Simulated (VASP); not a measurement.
Crystal: V.

```xyz
1
Lattice="-1.5144 1.5144 1.5144 1.5144 -1.5144 1.5144 1.5144 1.5144 -1.5144" Properties=species:S:1:pos:R:3 pbc="T T T"
V     0.0000    0.0000    0.0000
```

| Item | Value |
| --- | --- |
| Program | VASP 6.6.1 |
| Task | relaxation of cell and atoms |
| Functional | RPBE |
| Dispersion | D4 |
| Potentials or basis | VASP PAW PBE potentials, release 64 (V_sv) |
| Cutoff | 600 eV |
| k mesh | 12 × 12 × 12 |
| Occupations | gaussian, width 0.1 eV |
| Spin | collinear spin, ferromagnetic start |
| Starting moments | [2.0] μB |

At the start: pressure -7.6 GPa; volume 13.89 Å³/atom.

How do energy, volume and symmetry change on relaxing?

Over 3 steps the energy falls by 15.4 meV/atom and the volume is 13.27 Å³/atom (-4.4 %); space group Im-3m (No. 229, to 0.05 Å); moment 0.00 μB per cell.

Step by step:
| step | energy change (eV) | largest force (eV/Å) | pressure (GPa) | volume (Å³) |
| --- | --- | --- | --- | --- |
| 1 | 0.0000 | 0.0000 | -7.64 | 13.89 |
| 2 | 0.0050 | 0.0000 | 10.23 | 12.60 |
| 3 | -0.0154 | 0.0000 | -0.08 | 13.27 |

Final structure:
```yaml
crystal:
  lattice:
    - [-1.49155, 1.49155, 1.49155]
    - [1.49155, -1.49155, 1.49155]
    - [1.49155, 1.49155, -1.49155]
  atoms:
    - { symbol: V, position: [0.00000, 0.00000, 0.00000] }
```

Caveat: the PAW data sets were made with another functional, which shifts forces and pressure a little; pairwise dispersion overbinds metals, which lowers pressure and volume.
